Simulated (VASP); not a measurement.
# PbO (Litharge) (P4/nmm) in VASP: notebook, part 2 of 2

VASP 6.6.1. Earlier steps stand in the parts before.

## 4. Single point, LDA

Input file INCAR:

```
SYSTEM = PbO
  ALGO = Normal
  EDIFF = 1E-7
  ENCUT = 520
  GGA = CA
  ISIF = 2
  ISMEAR = 0
  LASPH = .TRUE.
  LCHARG = .FALSE.
  LREAL = .FALSE.
  LWAVE = .FALSE.
  NBANDS = 28
  NELM = 80
  PREC = Accurate
  SIGMA = 0.01
```

Input file KPOINTS:

```
k-points
0
G
  6 6 6
  0 0 0
```

Input file POSCAR:

```
PbO
1.0
    3.9804038208      0.0000000000      0.0000000000
    0.0000000000      3.9804038208      0.0000000000
    0.0000000000      0.0000000000      5.0009105968
Pb O
2 2
Direct
    0.0000000000      0.5000000000      0.2366326960
    0.5000000000      0.0000000000      0.7633673040
    0.0000000000      0.0000000000      0.0000000000
    0.5000000000      0.5000000000      0.0000000000
```

Potentials or basis: VASP PAW LDA potentials, release 64 (Pb_d, O).

Run with:

```console
$ cat potpaw_LDA.64/Pb_d/POTCAR potpaw_LDA.64/O/POTCAR > POTCAR
$ mpirun -np 1 vasp_std > vasp.out
```

OUTCAR:

```text
SYSTEM = PbO
   EDIFF = 1E-7
   ENCUT = 520
   GGA = CA
   ISIF = 2
   ISMEAR = 0
   LASPH = .TRUE.
   LREAL = .FALSE.
   NELM = 80
   PREC = Accurate

 ion  position               nearest neighbor table
   1  0.000  0.500  0.237-   3 2.32   4 2.32   3 2.32   4 2.32   2 3.68   2 3.68   2 3.68   2 3.68
                             2 3.85   2 3.85   2 3.85   2 3.85
   2  0.500  0.000  0.763-   3 2.32   4 2.32   4 2.32   3 2.32   1 3.68   1 3.68   1 3.68   1 3.68
                             1 3.85   1 3.85   1 3.85   1 3.85
   3  0.000  0.000  0.000-   1 2.32   2 2.32   1 2.32   2 2.32
[... 950 lines left out ...]
  --------------------------------------------------------------------------------------
  -------------------------------------------------------------------------------------
  Total       -1.0759029     -1.0759029     -0.8105691      0.0000000      0.0000000      0.0000000
  in kB      -21.7560633    -21.7560633    -16.3906903      0.0000000      0.0000000      0.0000000
  external PRESSURE =     -19.9676056 kB  Pullay stress =       0.0000000 kB

 VOLUME and BASIS-vectors are now :
 -----------------------------------------------------------------------------
  energy-cutoff  :      520.00
  volume of cell :       79.23
      direct lattice vectors                 reciprocal lattice vectors
     3.980403821  0.000000000  0.000000000     0.251230791  0.000000000  0.000000000
     0.000000000  3.980403821  0.000000000     0.000000000  0.251230791  0.000000000
     0.000000000  0.000000000  5.000910597     0.000000000  0.000000000  0.199963583

 POSITION                                       TOTAL-FORCE (eV/Angst)
 -----------------------------------------------------------------------------------
      0.00000      1.99020      1.18338         0.000000      0.000000     -0.182624
      1.99020      0.00000      3.81753        -0.000000      0.000000      0.182624
      0.00000      0.00000      0.00000         0.000000      0.000000      0.000000
      1.99020      1.99020      0.00000        -0.000000     -0.000000      0.000000
 -----------------------------------------------------------------------------------
    total drift:                                0.000000      0.000000     -0.000000

  FREE ENERGIE OF THE ION-ELECTRON SYSTEM (eV)
  ---------------------------------------------------
  free  energy   TOTEN  =       -24.3913991919 eV

  energy  without entropy=      -24.3913991919  energy(sigma->0) =      -24.39139919
```

OSZICAR:

```text
N       E                     dE             d eps       ncg     rms          rms(c)
DAV:   1     0.462255110839E+03    0.46226E+03   -0.19548E+04  2240   0.170E+03
DAV:   2     0.336402573640E+02   -0.42861E+03   -0.41076E+03  2284   0.453E+02
DAV:   3    -0.259015140174E+02   -0.59542E+02   -0.57986E+02  2808   0.182E+02
DAV:   4    -0.287354792045E+02   -0.28340E+01   -0.28222E+01  2628   0.411E+01
DAV:   5    -0.288190225856E+02   -0.83543E-01   -0.83536E-01  2584   0.760E+00    0.119E+01
DAV:   6    -0.246920171158E+02    0.41270E+01   -0.23304E+01  3296   0.393E+01    0.543E+00
DAV:   7    -0.244605679414E+02    0.23145E+00   -0.28537E+00  2784   0.121E+01    0.240E+00
DAV:   8    -0.244033338986E+02    0.57234E-01   -0.58421E-01  2388   0.475E+00    0.810E-01
DAV:   9    -0.243910230385E+02    0.12311E-01   -0.55373E-02  3604   0.194E+00    0.246E-01
DAV:  10    -0.243916547868E+02   -0.63175E-03   -0.11384E-02  2648   0.734E-01    0.810E-02
DAV:  11    -0.243914488049E+02    0.20598E-03   -0.17379E-03  3872   0.342E-01    0.585E-02
DAV:  12    -0.243914057190E+02    0.43086E-04   -0.18960E-04  3360   0.131E-01    0.250E-02
DAV:  13    -0.243913992032E+02    0.65159E-05   -0.46675E-05  2492   0.423E-02    0.311E-03
DAV:  14    -0.243913992706E+02   -0.67432E-07   -0.14049E-06  3192   0.137E-02    0.209E-03
DAV:  15    -0.243913991919E+02    0.78736E-07   -0.17799E-07  1868   0.351E-03
   1 F= -.24391399E+02 E0= -.24391399E+02  d E =-.410799E-50
```

Run time: 1.8 min. Hardware: 1 thread of Intel Xeon 8259CL, shared host; peak memory 0.2 GiB.

What came out:

```
Free energy            : -24.3914 eV
Pressure               : -2.0 GPa
Largest force          : 0.183 eV/Å
Band gap on the k mesh : 1.18 eV, indirect (least direct gap 2.22 eV)
```

Forces on the atoms (eV/Å):
```
Pb   0.000  0.000 -0.183
Pb   0.000  0.000  0.183
O    0.000  0.000  0.000
O    0.000  0.000  0.000
```

Stress tensor (GPa, compression positive):
```
-2.18  0.00  0.00
 0.00 -2.18  0.00
 0.00  0.00 -1.64
```

Levels at points of the mesh, in eV from the valence-band top:
| k point | band 17 | band 18 | band 19 | band 20 | band 21 | band 22 | band 23 | band 24 |
| --- | --- | --- | --- | --- | --- | --- | --- | --- |
| (0.00, 0.00, 0.00) | -1.70 | -1.68 | -1.68 | 0.00 | 2.34 | 5.36 | 5.61 | 5.61 |
| (0.50, 0.00, 0.00) | -3.04 | -3.04 | -1.65 | -1.65 | 3.36 | 3.36 | 6.50 | 6.50 |
| (0.50, 0.50, 0.00) | -1.62 | -1.62 | -1.04 | -1.04 | 1.18 | 1.18 | 5.22 | 5.22 |
| (0.00, 0.00, 0.50) | -1.74 | -1.71 | -1.71 | -0.91 | 1.82 | 3.94 | 3.94 | 4.20 |
| (0.50, 0.00, 0.50) | -3.01 | -3.01 | -0.96 | -0.96 | 3.06 | 3.06 | 6.27 | 6.27 |
| (0.50, 0.50, 0.50) | -2.23 | -2.23 | -1.05 | -1.05 | 3.45 | 3.45 | 4.70 | 4.70 |

Caveat: spin-orbit coupling is left out, which moves the levels of the heavy elements. A k mesh can miss the band edges.

## 5. Single point, PBE+D4

This run uses another cell than the first one, of 20.20 Å³/atom, 1.020 times its volume.

Input file INCAR:

```
SYSTEM = PbO
PREC = Accurate
ENCUT = 520
EDIFF = 1E-6
ISMEAR = -1
SIGMA = 0.02
LREAL = .FALSE.
LASPH = .TRUE.
NELM = 60
ALGO = Normal
ISIF = 2
LWAVE = .FALSE.
LCHARG = .FALSE.
GGA = PE
IVDW = 13
NBANDS = 28
```

Input file KPOINTS:

```
Automatic mesh
0
G
  6 6 6
  0 0 0
```

Input file POSCAR:

```
PbO
1.0
    4.0349048703      0.0000000000      0.0000000000
    0.0000000000      4.0349048703      0.0000000000
    0.0000000000      0.0000000000      4.9640922475
Pb O
2 2
Direct
    0.0000000000      0.5000000000      0.2390444882
    0.5000000000      0.0000000000      0.7609555118
    0.0000000000      0.0000000000      0.0000000000
    0.5000000000      0.5000000000      0.0000000000
```

Potentials or basis: VASP PAW PBE potentials, release 64 (Pb_d, O).

Run with:

```console
$ cat potpaw_PBE.64/Pb_d/POTCAR potpaw_PBE.64/O/POTCAR > POTCAR
$ mpirun -np 1 vasp_std > vasp.out
```

Run time: 1.8 min. Hardware: 1 thread of Intel Xeon 8259CL, shared host; peak memory 0.23 GiB.

It converged, with:

| Item | Value |
| --- | --- |
| Free energy | -22.5546 eV |
| Pressure | 0.1 GPa |
| Largest force | 0.042 eV/Å |
| Band gap on the k mesh | 1.27 eV, indirect (least direct gap 2.16 eV) |
| Dispersion energy per atom | -0.274 eV |

Forces on the atoms (eV/Å):
```
Pb   0.000  0.000  0.042
Pb   0.000  0.000 -0.042
O    0.000  0.000  0.000
O    0.000  0.000  0.000
```

Levels at points of the mesh, in eV from the valence-band top:
```csv
k point,band 16,band 17,band 18,band 19,band 20,band 21,band 22,band 23,band 24,band 25
"(0.00, 0.00, 0.00)",-4.04,-1.52,-1.51,-1.51,0.00,2.42,5.57,5.57,5.64,6.71
"(0.50, 0.00, 0.00)",-2.93,-2.81,-2.81,-1.48,-1.48,3.46,3.46,6.60,6.60,6.60
"(0.50, 0.50, 0.00)",-3.13,-1.51,-1.51,-0.90,-0.90,1.27,1.27,5.38,5.38,7.99
"(0.00, 0.00, 0.50)",-3.87,-1.57,-1.54,-1.54,-0.71,1.96,3.98,3.98,4.14,8.67
"(0.50, 0.00, 0.50)",-3.46,-2.77,-2.77,-0.84,-0.84,3.16,3.16,6.22,6.22,7.35
"(0.50, 0.50, 0.50)",-3.62,-2.14,-2.14,-0.90,-0.90,3.55,3.55,4.86,4.86,5.72
```

Caveat: spin-orbit coupling is left out, which moves the levels of the heavy elements.

## 6. Summary

```csv
level,potentials or basis,cell,k mesh,smearing,gap on the mesh (eV),pressure (GPa),largest force (eV/Å)
PBE,"VASP PAW PBE potentials, release 64 (Pb_d, O)","a = 3.980, b = 3.980, c = 5.001 Å, 4 atoms",4 × 4 × 4,gaussian 0.01 eV,1.23,4.6,0.40
PBE,"VASP PAW PBE potentials, release 64 (Pb_d, O)","a = 3.980, b = 3.980, c = 5.001 Å, 4 atoms",6 × 6 × 6,fermi-dirac 0.02 eV,1.23,4.6,0.40
LDA,"VASP PAW LDA potentials, release 64 (Pb_d, O)","a = 3.980, b = 3.980, c = 5.001 Å, 4 atoms",6 × 6 × 6,gaussian 0.01 eV,1.18,-2.0,0.18
PBE+D4,"VASP PAW PBE potentials, release 64 (Pb_d, O)","a = 4.035, b = 4.035, c = 4.964 Å, 4 atoms",6 × 6 × 6,fermi-dirac 0.02 eV,1.27,0.1,0.04
```

Alike in all rows: task single point; no spin polarisation; cutoff (eV) 520.

Caveats: spin-orbit coupling is left out, which moves the levels of the heavy elements.

Absolute energies hang on the potentials; compare differences alone.
